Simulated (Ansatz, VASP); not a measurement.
One calculation of PbSe, two programs

Contents of INCAR:

```
SYSTEM = PbSe
ALGO = Normal
EDIFF = 1E-6
ENCUT = 520
ISIF = 2
ISMEAR = 0
LASPH = .TRUE.
LCHARG = .FALSE.
LREAL = .FALSE.
LWAVE = .FALSE.
NBANDS = 28
NELM = 60
PREC = Accurate
SIGMA = 0.01
```

Contents of KPOINTS:

```
k-points
0
G
  6 6 6
  0 0 0
```

POSCAR

```
PbSe
1.0
    0.0000000000     12.0007990000      3.1254420000
    3.1181510000      0.0000000000      3.1254420000
    3.1181510000     12.0007990000      0.0000000000
Pb Se
2 2
Direct
    0.1907300000      0.8052670000      0.1947330000
    0.8052670000      0.1907300000      0.8092700000
    0.6744230000      0.2955810000      0.7044190000
    0.2955810000      0.6744230000      0.3255770000
```

Input for Ansatz:

```yaml
crystal:
  lattice:
    - [0.0, 12.000799, 3.125442]
    - [3.118151, 0.0, 3.125442]
    - [3.118151, 12.000799, 0.0]
  atoms:
    - { symbol: Pb, position: [0.19073, 0.805267, 0.194733] }
    - { symbol: Pb, position: [0.805267, 0.19073, 0.80927] }
    - { symbol: Se, position: [0.674423, 0.295581, 0.704419] }
    - { symbol: Se, position: [0.295581, 0.674423, 0.325577] }
kpoints:
  mp_grid:
    grid: [6, 6, 6]
hamiltonian:
  xc: lda
scf:
  occupations:
    method: fixed
  convergence:
    dr2_threshold: 0.0001
output:
  eigenvalues: true
```

Alike in both runs: task single point; functional LDA; k mesh 6 × 6 × 6; no spin polarisation.

|  | VASP | Ansatz |
| --- | --- | --- |
| version | VASP 6.6.1 | Ansatz 0.2.0 |
| potentials or method | VASP PAW LDA potentials, release 64 (Pb_d, Se) | plane waves, PAW |
| plane-wave cutoff (eV) | 520 | 420 |
| occupations | gaussian, width 0.01 eV | fixed |
| valence electrons in the cell | 40 | 60 |

```tsv
	VASP	Ansatz	Ansatz less VASP
gap on the k mesh at the Fermi level (eV)	1.59	1.59	+0.006
```

LDA's correlation is that of Perdew and Zunger in VASP and of Perdew and Wang (1992) in Ansatz. VASP's potentials hold 40 valence electrons a cell and Ansatz's 60, so a difference there can come from the potentials and not from the codes.

Spin-orbit coupling is off throughout.
